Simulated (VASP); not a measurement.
# Mg in VASP: a series of runs

Mg is run at these levels: PBE; tasks: single point.

Program: VASP 6.6.1. These are calculated values, not measurements. Logs are shortened: lines on timing, memory, paths and dates and some standing lists are left out, and cuts for length are marked.

## 1. The cell of the first run

The structure is cubic, space group Fm-3m (No. 225). The conventional cell has a = 4.577 Å, b = 4.577 Å, c = 4.577 Å, α = 90.00°, β = 90.00°, γ = 90.00°. Within 4.3 Å of Mg (site symmetry m-3m) lie 12 Mg at 3.24 Å.

## 2. Single point, PBE (volume scaled by 1.06)

The input, INCAR:

```
SYSTEM = Mg
ALGO = Normal
EDIFF = 1E-6
ENCUT = 520
GGA = PE
ISIF = 2
ISMEAR = -1
LASPH = .True.
LCHARG = .False.
LREAL = .False.
LWAVE = .False.
NBANDS = 7
NELM = 100
PREC = Accurate
SIGMA = 0.03
```

The input, KPOINTS:

```
k-points
0
Gamma
  16 16 16
  0 0 0
```

The input, POSCAR:

```
Mg
1.0
    0.0000000000      2.2882721944      2.2882721944
    2.2882721944      0.0000000000      2.2882721944
    2.2882721944      2.2882721944      0.0000000000
Mg
1
Direct
    0.0000000000      0.0000000000      0.0000000000
```

Potentials or basis: VASP PAW PBE potentials, release 64 (Mg).

Started as:

```console
cat potpaw_PBE.64/Mg/POTCAR > POTCAR
mpirun -np 1 vasp_std > vasp.out
```

OUTCAR:

```text
SYSTEM = Mg
   EDIFF = 1E-6
   ENCUT = 520
   GGA = PE
   ISIF = 2
   ISMEAR = -1
   LASPH = .True.
   LREAL = .False.
   NELM = 100
   PREC = Accurate

 ion  position               nearest neighbor table
   1  0.000  0.000  0.000-

  LATTYP: Found a face centered cubic cell.
 ALAT       =     4.5765443888

  Lattice vectors:

 A1 = (   0.0000000000,   2.2882721944,   2.2882721944)
 A2 = (   2.2882721944,   0.0000000000,   2.2882721944)
 A3 = (   2.2882721944,   2.2882721944,   0.0000000000)

Analysis of symmetry for initial positions (statically):
=====================================================================
 Subroutine PRICEL returns:
 Original cell was already a primitive cell.

 Routine SETGRP: Setting up the symmetry group for a
 face centered cubic supercell.

 Subroutine GETGRP returns: Found 48 space group operations
 (whereof 48 operations were pure point group operations)
 out of a pool of 48 trial point group operations.

The static configuration has the point symmetry O_h .

Analysis of symmetry for dynamics (positions and initial velocities):
=====================================================================
 Subroutine PRICEL returns:
 Original cell was already a primitive cell.

 Routine SETGRP: Setting up the symmetry group for a
 face centered cubic supercell.

 Subroutine GETGRP returns: Found 48 space group operations
 (whereof 48 operations were pure point group operations)
 out of a pool of 48 trial point group operations.

The dynamic configuration has the point symmetry O_h .

 Subroutine INISYM returns: Found 48 space group operations
 (whereof 48 operations are pure point group operations),
 and found     1 'primitive' translations

----------------------------------------------------------------------------------------

                                     Primitive cell

  volume of cell :      23.9637

  direct lattice vectors                    reciprocal lattice vectors
     0.000000000  2.288272194  2.288272194    -0.218505474  0.218505474  0.218505474
     2.288272194  0.000000000  2.288272194     0.218505474 -0.218505474  0.218505474
     2.288272194  2.288272194  0.000000000     0.218505474  0.218505474 -0.218505474

  length of vectors
     3.236105572  3.236105572  3.236105572     0.378462582  0.378462582  0.378462582

  position of ions in fractional coordinates (direct lattice)
     0.000000000  0.000000000  0.000000000

  ion indices of the primitive-cell ions
   primitive index   ion index
                 1           1
[... 67 lines left out ...]
   LNONCOLLINEAR =      F non collinear calculations
   LSORBIT =      F    spin-orbit coupling
   LASPH  =      T    aspherical Exc in radial PAW
   ENCUT  =  520.0 eV  38.22 Ry    6.18 a.u.   6.02  6.02  6.02*2*pi/ulx,y,z
   NELM   =    100;   NELMIN=  2; NELMDL= -5     # of ELM steps
   EDIFF  = 0.1E-05   stopping-criterion for ELM
   LREAL  =      F    real-space projection
   EDIFFG = 0.1E-04   stopping-criterion for IOM
   NSW    =      0    number of steps for IOM
   IBRION =     -1    ionic relax: 0-MD 1-quasi-New 2-CG
   NFREE  =      0    steps in history (QN), initial steepest desc. (CG)
   ISIF   =      2    stress and relaxation
   ISYM   =      2    0-nonsym 1-usesym 2-fastsym
   POTIM  = 0.5000    time-step for ionic-motion
   TEBEG  =    0.0;   TEEND  =   0.0 temperature during run
   PSTRESS=    0.0 pullay stress
   NELECT =       2.0000    total number of electrons
   NUPDOWN=      -1.0000    fix difference up-down
   EMIN   =  10.00;   EMAX   =-10.00  energy-range for DOS
   EFERMI =   0.00;   METHOD = LEGACY
   ISMEAR =    -1;   SIGMA  =   0.03  broadening in eV -4-tet -1-fermi 0-gaus
   EFERMI_NEDOS =   21; number of points for ismear=-14 and -15
   IALGO  =     38    algorithm
   IMIX   =      4    mixing-type and parameters
     AMIX     =   0.40;   BMIX     =  1.00
     AMIX_MAG =   1.60;   BMIX_MAG =  1.00
  volume/ion in A,a.u.               =      23.96       161.71
  Fermi-wavevector in a.u.,A,eV,Ry     =   0.715430  1.351967  6.964007  0.511840
  Thomas-Fermi vector in A             =   1.803589
   LORBIT       =      0    0 simple, 1 ext, 2 COOP (PROOUT), +10 PAW based schemes
   GGA     = PE    functional components
[... 5 lines left out ...]
 non-spin polarized calculation
  energy-cutoff  :      520.00
  volume of cell :       23.96
 maximum number of plane-waves:       660
   NGX = 13   NGY = 13   NGZ = 13

 number of electron       2.0000000 magnetization

 Free energy of the ion-electron system (eV)
  ---------------------------------------------------
  ext. energy  EPLUGINS =         0.00000000
  ---------------------------------------------------
  free energy    TOTEN  =        -1.48858946 eV

  energy without entropy =       -1.48692916  energy(sigma->0) =       -1.48775931

 E-fermi :   2.3903     XC(G=0):  -8.3599

 val. band max:        2.3418731479   @ k =  -0.3750   0.1875   0.0625
 cond. band min:       2.4003389327   @ k =  -0.3750   0.4375   0.1250
 fundamental gap:      0.0584657849
 Fermi energy:         2.3903427946

 k-point     1 :       0.0000    0.0000    0.0000
  band No.  band energies     occupation
      1      -4.3360      2.00000
      2      14.4981      0.00000
      3      14.4981      0.00000
      4      14.4981      0.00000
      5      16.2063      0.00000
      6      16.2063      0.00000
      7      16.2063      0.00000
[... 221 lines left out ...]
 k-point    24 :      -0.0625    0.0625    0.0000
  band No.  band energies     occupation
      1      -4.1111      2.00000
      2      12.2133      0.00000
      3      12.9627      0.00000
      4      14.7168      0.00000
      5      16.3737      0.00000
      6      16.6239      0.00000
      7      17.2268      0.00000

 [... further k-points ...]

------------------------ aborting loop because EDIFF is reached ----------------------------------------

  FORCE on cell =-STRESS in cart. coord.  units (eV):
  Direction    XX          YY          ZZ          XY          YZ          ZX
  --------------------------------------------------------------------------------------
  -------------------------------------------------------------------------------------
  Total       -0.1926873     -0.1926873     -0.1926873      0.0000000      0.0000000      0.0000000
  in kB      -12.8828108    -12.8828108    -12.8828108      0.0000000      0.0000000      0.0000000
  external PRESSURE =     -12.8828108 kB  Pullay stress =       0.0000000 kB

 VOLUME and BASIS-vectors are now :
 -----------------------------------------------------------------------------
  energy-cutoff  :      520.00
  volume of cell :       23.96
      direct lattice vectors                 reciprocal lattice vectors
     0.000000000  2.288272194  2.288272194    -0.218505474  0.218505474  0.218505474
     2.288272194  0.000000000  2.288272194     0.218505474 -0.218505474  0.218505474
     2.288272194  2.288272194  0.000000000     0.218505474  0.218505474 -0.218505474

 POSITION                                       TOTAL-FORCE (eV/Angst)
 -----------------------------------------------------------------------------------
      0.00000      0.00000      0.00000         0.000000      0.000000      0.000000
 -----------------------------------------------------------------------------------
    total drift:                               -0.000000      0.000000      0.000000

  FREE ENERGIE OF THE ION-ELECTRON SYSTEM (eV)
  ---------------------------------------------------
  free  energy   TOTEN  =        -1.4885894597 eV

  energy  without entropy=       -1.4869291592  energy(sigma->0) =       -1.48775931
```

OSZICAR:

```text
N       E                     dE             d eps       ncg     rms          rms(c)
DAV:   1    -0.834335820745E+00   -0.83434E+00   -0.74723E+02  2205   0.188E+02
DAV:   2    -0.149253552085E+01   -0.65820E+00   -0.64299E+00  2611   0.109E+01
DAV:   3    -0.149558176581E+01   -0.30462E-02   -0.30446E-02  2793   0.813E-01
DAV:   4    -0.149558900558E+01   -0.72398E-05   -0.72398E-05  3010   0.290E-02
DAV:   5    -0.149558901300E+01   -0.74200E-08   -0.74531E-08  2814   0.602E-04    0.658E-01
DAV:   6    -0.149237859849E+01    0.32104E-02   -0.47303E-04  2534   0.135E-01    0.421E-01
DAV:   7    -0.148858242975E+01    0.37962E-02   -0.19468E-03  2492   0.236E-01    0.246E-02
DAV:   8    -0.148858977627E+01   -0.73465E-05   -0.10083E-05  3094   0.185E-02    0.535E-03
DAV:   9    -0.148858945969E+01    0.31658E-06   -0.66314E-07  2681   0.327E-03
   1 F= -.14885895E+01 E0= -.14877593E+01  d E =-.166030E-02
```

stdout:

```text
POSCAR found type information on POSCAR Mg
 POSCAR found :  1 types and       1 ions
 scaLAPACK will be used
 LDA part: xc-table for (Slater+PW92), standard interpolation
 POSCAR, INCAR and KPOINTS ok, starting setup
 FFT: planning ... GRIDC
 FFT: planning ... GRID_SOFT
 FFT: planning ... GRID
 WAVECAR not read
 entering main loop
```

It took 4.7 s on 1 thread of Intel Xeon 6975P-C (Granite Rapids), shared host; peak memory 0.15 GiB.

What came out:

```
Free energy            : -1.4886 eV
Pressure               : -1.3 GPa
Band gap on the k mesh : zero (band 1 reaches 3.83 eV, above the bottom of band 2 at 1.11 eV)
```

Levels at points of the mesh, in eV from the Fermi level:
```csv
k point,band 1,band 2,band 3,band 4,band 5,band 6
"(0.00, 0.00, 0.00)",-6.73,12.11,12.11,12.11,13.82,13.82
"(0.50, 0.00, 0.00)",-1.62,-1.28,11.05,11.05,11.68,11.68
"(0.50, 0.50, 0.00)",-0.19,0.78,6.03,6.74,6.74,9.41
```

## 3. Single point, PBE (zz strain of -3 %)

The input, INCAR:

```
  PREC = Accurate
  ENCUT = 520
  EDIFF = 1E-6
  ISMEAR = -1
  SIGMA = 0.03
  LREAL = F
  LASPH = T
  NELM = 80
  ALGO = Normal
  ISIF = 2
  LWAVE = F
  LCHARG = F
  GGA = PE
  NBANDS = 7
```

The input, KPOINTS:

```
regular mesh
0
Gamma
  16 16 16
```

The input, POSCAR:

```
Mg
1.0
    0.0000000000      2.2442560000      2.1769283200
    2.2442560000      0.0000000000      2.1769283200
    2.2442560000      2.2442560000      0.0000000000
Mg
1
Direct
    0.0000000000      0.0000000000      0.0000000000
```

Potentials or basis: VASP PAW PBE potentials, release 64 (Mg).

Started as:

```console
cat potpaw_PBE.64/Mg/POTCAR > POTCAR
mpirun -np 1 vasp_std > vasp.out
```

Wall time 28 s (1 thread of Intel Xeon 8259CL, shared host); peak memory 0.18 GiB.

The run converged. Its results:

```yaml
Free_energy: -1.4865 eV
Pressure: 1.9 GPa
Band_gap_on_the_k_mesh: zero (band 1 reaches 4.28 eV, above the bottom of band 2 at 1.58 eV)
```

Levels at points of the mesh, in eV from the Fermi level:
| k point | band 1 | band 2 | band 3 | band 4 | band 5 | band 6 |
| --- | --- | --- | --- | --- | --- | --- |
| (0.00, 0.00, 0.00) | -7.11 | 12.60 | 12.60 | 12.81 | 14.80 | 14.87 |
| (0.50, 0.00, 0.00) | -1.77 | -1.27 | 11.24 | 11.80 | 12.25 | 12.73 |
| (0.50, 0.50, 0.00) | 0.06 | 1.15 | 5.97 | 6.89 | 6.89 | 9.97 |
| (0.50, 0.00, 0.50) | -0.36 | 0.68 | 6.31 | 7.32 | 7.42 | 10.38 |

Caveat: the cell differs from its parent crystal (zz strain of -3 %).

## 4. Single point, PBE (zz strain of -2 %)

The input, INCAR:

```
SYSTEM = Mg
ALGO = Normal ; EDIFF = 1E-6
ENCUT = 520 ; GGA = PE
ISIF = 2 ; ISMEAR = -1
LASPH = .True. ; LCHARG = .False.
LREAL = .False. ; LWAVE = .False.
NBANDS = 7 ; NELM = 100
PREC = Accurate ; SIGMA = 0.03
```

The input, KPOINTS:

```
k-points
0
Gamma
  16 16 16
  0 0 0
```

The input, POSCAR:

```
Mg
1.0
    0.0000000000      2.2442560000      2.1993708800
    2.2442560000      0.0000000000      2.1993708800
    2.2442560000      2.2442560000      0.0000000000
Mg
1
Direct
    0.0000000000      0.0000000000      0.0000000000
```

Started as:

```console
cat potpaw_PBE.64/Mg/POTCAR > POTCAR
mpirun -np 1 vasp_std > vasp.out
```

It took 36 s on 1 thread of Intel Xeon 8259CL, shared host; peak memory 0.18 GiB.

Results (log left out):

| Item | Value |
| --- | --- |
| Free energy | -1.4888 eV |
| Pressure | 1.5 GPa |
| Band gap on the k mesh | zero (band 1 reaches 4.23 eV, above the bottom of band 2 at 1.53 eV) |

Stress tensor (GPa, compression positive):
```
1.62 0.00 0.00
0.00 1.62 0.00
0.00 0.00 1.31
```

Levels at points of the mesh, in eV from the Fermi level:
| k point | band 1 | band 2 | band 3 | band 4 | band 5 | band 6 |
| --- | --- | --- | --- | --- | --- | --- |
| (0.00, 0.00, 0.00) | -7.06 | 12.55 | 12.55 | 12.70 | 14.69 | 14.74 |
| (0.50, 0.00, 0.00) | -1.75 | -1.27 | 11.29 | 11.66 | 12.25 | 12.61 |
| (0.50, 0.50, 0.00) | -0.03 | 1.04 | 6.03 | 6.94 | 6.94 | 9.97 |
| (0.50, 0.00, 0.50) | -0.30 | 0.73 | 6.25 | 7.22 | 7.29 | 10.24 |

Caveat: the cell differs from its parent crystal (zz strain of -2 %).

## 5. Single point, PBE (equal xx and yy strain of -1 %)

The input, INCAR:

```
SYSTEM = Mg
PREC = Accurate ; ENCUT = 520
EDIFF = 1E-6 ; ISMEAR = -1
SIGMA = 0.03 ; LREAL = .False.
LASPH = .True. ; NELM = 100
ALGO = Normal ; ISIF = 2
LWAVE = .False. ; LCHARG = .False.
GGA = PE ; NBANDS = 7
```

The input, KPOINTS:

```
Automatic mesh
0
Gamma
  16 16 16
  0 0 0
```

The input, POSCAR:

```
Mg
1.0
    0.0000000000      2.2218134400      2.2442560000
    2.2218134400      0.0000000000      2.2442560000
    2.2218134400      2.2218134400      0.0000000000
Mg
1
Direct
    0.0000000000      0.0000000000      0.0000000000
```

Started as:

```console
cat potpaw_PBE.64/Mg/POTCAR > POTCAR
mpirun -np 1 vasp_std > vasp.out
```

Wall time 28 s (1 thread of Intel Xeon 8259CL, shared host); peak memory 0.18 GiB.

Results (log left out):

| Property | Result |
| --- | --- |
| Free energy | -1.4884 eV |
| Pressure | 1.5 GPa |
| Band gap on the k mesh | zero (band 1 reaches 4.30 eV, above the bottom of band 2 at 1.53 eV) |

Stress tensor (GPa, compression positive):
```
1.46 0.00 0.00
0.00 1.46 0.00
0.00 0.00 1.67
```

Levels at points of the mesh, in eV from the Fermi level:
```csv
k point,band 1,band 2,band 3,band 4,band 5,band 6
"(0.00, 0.00, 0.00)",-7.06,12.54,12.62,12.62,14.71,14.71
"(0.50, 0.00, 0.00)",-1.75,-1.27,11.37,11.57,12.34,12.56
"(0.50, 0.50, 0.00)",-0.31,0.73,6.24,7.25,7.25,10.23
"(0.50, 0.00, 0.50)",-0.18,0.88,6.14,7.08,7.11,10.10
```

Caveat: the cell differs from its parent crystal (equal xx and yy strain of -1 %).

## 6. Single point, PBE (zz strain of +1 %)

Edit INCAR of step 5 so:

```diff
@@ -4,3 +4,3 @@
 SIGMA = 0.03 ; LREAL = .False.
-LASPH = .True. ; NELM = 100
+LASPH = .True. ; NELM = 60
 ALGO = Normal ; ISIF = 2
```

KPOINTS is that of step 5.

The input, POSCAR:

```
Mg
1.0
    0.0000000000      2.2442560000      2.2666985600
    2.2442560000      0.0000000000      2.2666985600
    2.2442560000      2.2442560000      0.0000000000
Mg
1
Direct
    0.0000000000      0.0000000000      0.0000000000
```

Potentials or basis: VASP PAW PBE potentials, release 64 (Mg).

Started as:

```console
cat potpaw_PBE.64/Mg/POTCAR > POTCAR
mpirun -np 1 vasp_std > vasp.out
```

OUTCAR:

```text
SYSTEM = Mg
   PREC = Accurate
   ENCUT = 520
   EDIFF = 1E-6
   ISMEAR = -1
   LREAL = .False.
   LASPH = .True.
   NELM = 60
   ISIF = 2
   GGA = PE

 ion  position               nearest neighbor table
   1  0.000  0.000  0.000-

  LATTYP: Found a body centered tetragonal cell.
 ALAT       =     3.1738572726
 C/A-ratio  =     1.4283556980

  Lattice vectors:

 A1 = (  -2.2442560000,   0.0000000000,   2.2666985600)
 A2 = (   2.2442560000,   0.0000000000,   2.2666985600)
 A3 = (   0.0000000000,   2.2442560000,  -2.2666985600)

Analysis of symmetry for initial positions (statically):
=====================================================================
 Subroutine PRICEL returns:
 Original cell was already a primitive cell.

 Routine SETGRP: Setting up the symmetry group for a
 body centered tetragonal supercell.

 Subroutine GETGRP returns: Found 16 space group operations
 (whereof 16 operations were pure point group operations)
 out of a pool of 16 trial point group operations.

The static configuration has the point symmetry D_4h.

Analysis of symmetry for dynamics (positions and initial velocities):
[... 158 lines left out ...]
 val. band max:        2.6329897116   @ k =  -0.3125   0.3750   0.2500
 cond. band min:       2.6701460169   @ k =  -0.3750   0.1250   0.4375
 fundamental gap:      0.0371563053
 Fermi energy:         2.6385695543

 k-point     1 :       0.0000    0.0000    0.0000
  band No.  band energies     occupation
      1      -4.2940      2.00000
      2      14.9960      0.00000
      3      15.0680      0.00000
      4      15.0680      0.00000
      5      16.9963      0.00000
      6      16.9963      0.00000
      7      17.0186      0.00000
[... 221 lines left out ...]
 k-point    24 :      -0.0625    0.0625    0.0000
  band No.  band energies     occupation
      1      -4.0601      2.00000
      2      12.7162      0.00000
      3      13.4902      0.00000
      4      15.2953      0.00000
      5      17.1640      0.00000
      6      17.3611      0.00000
      7      17.9499      0.00000

 [... further k-points ...]

------------------------ aborting loop because EDIFF is reached ----------------------------------------

  FORCE on cell =-STRESS in cart. coord.  units (eV):
  Direction    XX          YY          ZZ          XY          YZ          ZX
  --------------------------------------------------------------------------------------
  -------------------------------------------------------------------------------------
  Total        0.0404854      0.0404854      0.0651185      0.0000000      0.0000000      0.0000000
  in kB        2.8407956      2.8407956      4.5692674      0.0000000      0.0000000      0.0000000
  external PRESSURE =       3.4169528 kB  Pullay stress =       0.0000000 kB

 VOLUME and BASIS-vectors are now :
 -----------------------------------------------------------------------------
  energy-cutoff  :      520.00
  volume of cell :       22.83
      direct lattice vectors                 reciprocal lattice vectors
     0.000000000  2.244256000  2.266698560    -0.222790983  0.222790983  0.220585132
     2.244256000  0.000000000  2.266698560     0.222790983 -0.222790983  0.220585132
     2.244256000  2.244256000  0.000000000     0.222790983  0.222790983 -0.220585132

 POSITION                                       TOTAL-FORCE (eV/Angst)
 -----------------------------------------------------------------------------------
      0.00000      0.00000      0.00000         0.000000      0.000000      0.000000
 -----------------------------------------------------------------------------------
    total drift:                                0.000000      0.000000     -0.000000

  FREE ENERGIE OF THE ION-ELECTRON SYSTEM (eV)
  ---------------------------------------------------
  free  energy   TOTEN  =        -1.4922639332 eV

  energy  without entropy=       -1.4906381250  energy(sigma->0) =       -1.49145103
```

It took 40 s on 1 thread of Intel Xeon 8259CL, shared host; peak memory 0.18 GiB.

What came out:

```yaml
Free_energy: -1.4923 eV
Pressure: 0.3 GPa
Band_gap_on_the_k_mesh: zero (band 1 reaches 4.12 eV, above the bottom of band 2 at 1.37 eV)
```

Stress tensor (GPa, compression positive):
```
0.28 0.00 0.00
0.00 0.28 0.00
0.00 0.00 0.46
```

Caveat: the cell differs from its parent crystal (zz strain of +1 %).

## 7. The runs side by side

| cell | gap on the mesh (eV) | pressure (GPa) |
| --- | --- | --- |
| a = 3.236 Å, angles 60.0°, 1 atom | none | -1.3 |
| a = 3.127, b = 3.127, c = 3.174 Å, angles 59.5, 59.5, 61.0°, 1 atom | none | 1.9 |
| a = 3.142, b = 3.142, c = 3.174 Å, angles 59.7, 59.7, 60.7°, 1 atom | none | 1.5 |
| a = 3.158, b = 3.158, c = 3.142 Å, angles 60.2, 60.2, 59.7°, 1 atom | none | 1.5 |
| a = 3.190, b = 3.190, c = 3.174 Å, angles 60.2, 60.2, 59.7°, 1 atom | none | 0.3 |

Alike in all rows: task single point; level PBE; potentials or basis VASP PAW PBE potentials, release 64 (Mg); no spin polarisation; k mesh 16 × 16 × 16; cutoff (eV) 520; smearing fermi-dirac 0.03 eV.

Total energies depend on the potentials used, so only differences within one code and one set of settings carry meaning.
